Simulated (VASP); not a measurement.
Wanted: the native input for a VASP 6.6.1 run.

| Property | Result |
| --- | --- |
| Task | single point |
| Functional | LDA |
| Potentials or basis | VASP PAW LDA potentials, release 64 (B, N) |
| Cutoff | 520 eV |
| k mesh | 12 × 12 × 12 |
| Occupations | gaussian, width 0.05 eV |
| Spin | no spin polarisation |
| Dipole correction | no |
| Further INCAR settings | ALGO = Normal; EDIFF = 1e-07; NBANDS = 11 |

The structure of BN lies in POSCAR:

```
BN
1.0
    0.0317275175      1.8130010000      1.8130010000
    1.8447285175      0.0000000000      1.8447285175
    1.8130010000      1.8130010000      0.0317275175
B N
1 1
Direct
    0.0000000000      0.0000000000      0.0000000000
    0.7500000000      0.7500000000      0.7500000000
```

This cell differs from its parent crystal: strain +0.0350 x Voigt [0, 0, 0, 0, 1, 0].

These files were run (other wordings do the same):

INCAR

```
ALGO = Normal
EDIFF = 1E-7
ENCUT = 520
GGA = CA
ISIF = 2
ISMEAR = 0
LASPH = T
LCHARG = F
LREAL = F
LWAVE = F
NBANDS = 11
NELM = 100
PREC = Accurate
SIGMA = 0.05
```

KPOINTS

```
k-points
0
Gamma
  12 12 12
```

Potentials or basis: VASP PAW LDA potentials, release 64 (B, N).

The run is started by

```console
$ cat potpaw_LDA.64/B/POTCAR potpaw_LDA.64/N/POTCAR > POTCAR
$ mpirun -np 1 vasp_std > vasp.out
```

It gave:

```
Pressure               : -12.8 GPa
Largest force          : 0.038 eV/Å
Band gap on the k mesh : 4.19 eV (least direct gap 8.11 eV)
```

Caveat: the cell differs from its parent crystal (strain +0.0350 x Voigt [0, 0, 0, 0, 1, 0]); the cell stands under tension.

It took 22 s on 1 thread of Intel(R) Xeon(R) Platinum 8375C CPU @ 2.90GHz (Ice Lake), with other jobs on the host, peak memory 0.14 GiB.
